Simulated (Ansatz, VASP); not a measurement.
**Sb: VASP beside Ansatz**

```
Sb
1.0
     2.17553    1.27112    3.76096
    -2.12567    1.24962    3.73946
     0.00630   -2.46458    3.73158
Sb
2
Direct
  0.23364 0.23364 0.23364
  0.76636 0.76636 0.76636
```

Change from the starting cell: equal xy, yz and zx shear strains of +1 %.

Alike in both runs: task single point; functional PBEsol; k mesh 9 × 9 × 9; occupations fermi-dirac, width 0.05 eV; no spin polarisation.

|  | VASP | Ansatz |
| --- | --- | --- |
| version | VASP 6.6.1 | Ansatz 0.2.0 |
| potentials or method | VASP PAW PBE potentials, release 64 (Sb), cutoff 520 eV | all-electron LAPW, scalar-relativistic |

```csv
,VASP,Ansatz,Ansatz less VASP
pressure (GPa),0.6,0.4,-0.18
"traceless stress, the component that is largest in VASP (GPa)",-0.60,-0.60,+0.005
rms of the force components (eV/Å),0.120,0.089,-0.0315
```

VASP's potentials were made for PBE, not for PBEsol. Atom by atom the forces differ by 0.033 eV/Å (rms over components). Ansatz ran all-electron here, and VASP with PAW potentials.

Neither program's run includes spin-orbit coupling.
